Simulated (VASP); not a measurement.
The system is Hf.

```
CELL_PARAMETERS angstrom
-1.77529 1.77529 1.77529
1.77529 -1.77529 1.77529
1.77529 1.77529 -1.77529
ATOMIC_POSITIONS crystal
Hf 0.00000 0.00000 0.00000
```

| Quantity | Value |
| --- | --- |
| Program | VASP 6.6.1 |
| Task | relaxation of cell and atoms |
| Functional | LDA |
| Potentials or basis | VASP PAW LDA potentials, release 64 (Hf_pv) |
| Cutoff | 600 eV |
| k mesh | 12 × 12 × 12 |
| Occupations | fermi-dirac, width 0.1 eV |
| Spin | no spin polarisation |

At the start: pressure -8.7 GPa; volume 22.38 Å³/atom.

Q: How do energy, volume and symmetry change on relaxing?

A: Over 4 steps the energy falls by 55.6 meV/atom and the volume is 20.47 Å³/atom (-8.5 %); space group Im-3m (No. 229, to 0.05 Å).

The path:
| step | energy change (eV) | largest force (eV/Å) | pressure (GPa) | volume (Å³) |
| --- | --- | --- | --- | --- |
| 1 | 0.0000 | 0.0000 | -8.74 | 22.38 |
| 2 | 0.0104 | 0.0000 | 12.47 | 18.65 |
| 3 | -0.0556 | 0.0000 | -0.17 | 20.50 |
| 4 | -0.0556 | 0.0000 | 0.02 | 20.47 |

Final structure:
```cif
data_structure
_symmetry_space_group_name_H-M 'P 1'
_symmetry_Int_Tables_number 1
_cell_length_a 2.9846
_cell_length_b 2.9846
_cell_length_c 2.9846
_cell_angle_alpha 109.471
_cell_angle_beta 109.471
_cell_angle_gamma 109.471
_cell_volume 20.47
loop_
_atom_site_label
_atom_site_type_symbol
_atom_site_fract_x
_atom_site_fract_y
_atom_site_fract_z
_atom_site_occupancy
Hf1 Hf 0.00000 0.00000 0.00000 1
```
